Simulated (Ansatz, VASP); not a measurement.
## Cd2P3: VASP beside Ansatz

```
CELL_PARAMETERS angstrom
3.17822 1.83494 5.78483
-3.17822 1.83494 5.78483
0.00000 -3.66989 5.78483
ATOMIC_POSITIONS crystal
Cd 0.85218 0.85218 0.85218
Cd 0.64782 0.64782 0.64782
Cd 0.14782 0.14782 0.14782
Cd 0.35218 0.35218 0.35218
P 0.05625 0.44375 0.75000
P 0.75000 0.05625 0.44375
P 0.44375 0.75000 0.05625
P 0.94375 0.55625 0.25000
P 0.25000 0.94375 0.55625
P 0.55625 0.25000 0.94375
```

Alike in both runs: task relaxation of cell and atoms; functional PBE; k mesh 3 × 3 × 3; occupations gaussian, width 0.1 eV; no spin polarisation.

```csv
,VASP,Ansatz
version,VASP 6.6.1,Ansatz 0.2.0
potentials or method,"VASP PAW PBE potentials, release 64 (Cd, P), cutoff 600 eV","scalar-relativistic, plane waves, PAW"
valence electrons in the cell,78,110
```

```csv
,VASP,Ansatz,Ansatz less VASP
"gap on the k mesh at the Fermi level, each at its own relaxed structure (eV)",none,none,-
relaxed volume (Å³/atom),21.67,21.19,-0.478
relaxed length of the cell vector where the two differ most in proportion (Å),6.479,6.637,+0.1585
```

A gap of «none» marks a metal or a gap that the smearing closes. VASP's potentials hold 78 valence electrons a cell and Ansatz's 110, so a difference there can come from the potentials and not from the codes.

The k mesh is coarse, so the values compare programs but aren't converged.
